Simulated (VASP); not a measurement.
Input of a VASP 6.6.1 run:

Contents of INCAR:

```
SYSTEM = GaCo
ALGO = Normal ; EDIFF = 1E-6
EDIFFG = -0.04 ; ENCUT = 600
GGA = PE ; IBRION = 2
ISIF = 3 ; ISMEAR = 0
ISPIN = 2 ; LASPH = .True.
LCHARG = .False. ; LMAXMIX = 4
LORBIT = 11 ; LREAL = .False.
LWAVE = .False. ; MAGMOM = 0 0.33
NELM = 150 ; NSW = 90
PREC = Accurate ; SIGMA = 0.1
```

KPOINTS

```
k-points
0
Gamma
  6 6 6
  0 0 0
```

Contents of POSCAR:

```
GaCo
1.0
    2.9623646500      0.0000000000      0.0000000000
   -1.4811823250      2.5654830422      0.0000000000
    0.0000000000      0.0000000000      2.8893381988
Ga Co
1 1
Direct
    0.0000000000      0.0000000000      0.0000000000
    0.6666666667      0.3333333333      0.5000000000
```

Potentials or basis: VASP PAW PBE potentials, release 64 (Ga_d, Co).

The run is started by

```console
$ cat potpaw_PBE.64/Ga_d/POTCAR potpaw_PBE.64/Co/POTCAR > POTCAR
$ mpirun -np 1 vasp_std > vasp.out
```

Q: Estimate the space group after relaxing (to 0.05 Å).

A: P-6m2 (No. 187).

Q: What does it give for the band gap on the k mesh?

A: Zero (filled and empty bands overlap).

Q: Estimate the relaxed cell.

A: a = 2.769 Å, b = 2.769 Å, c = 3.774 Å, α = 90.00°, β = 90.00°, γ = 120.00°.

Q: Estimate the net moment.

A: 0.00 μB per cell.

The path:
```tsv
step	energy change (eV)	largest force (eV/Å)	pressure (GPa)	volume (Å³)
1	0.0000	0.0000	48.95	21.96
2	-0.1040	0.0000	-19.68	34.40
3	-0.6648	0.0000	-1.77	27.32
4	-0.6654	0.0000	-1.07	27.19
5	-0.6654	0.0000	-0.49	27.08
6	-0.6991	0.0000	-0.90	26.96
7	-0.8088	0.0000	-1.71	26.46
8	-0.9383	0.0000	-0.04	25.02
9	-0.9347	0.0000	-0.97	25.43
10	-0.9413	0.0000	-0.63	25.21
11	-0.9412	0.0000	-0.64	25.16
12	-0.9380	0.0000	2.74	24.72
13	-0.9414	0.0000	0.05	25.06
```

Caveat: the k points lie up to 0.44 Å⁻¹ apart in the final cell.
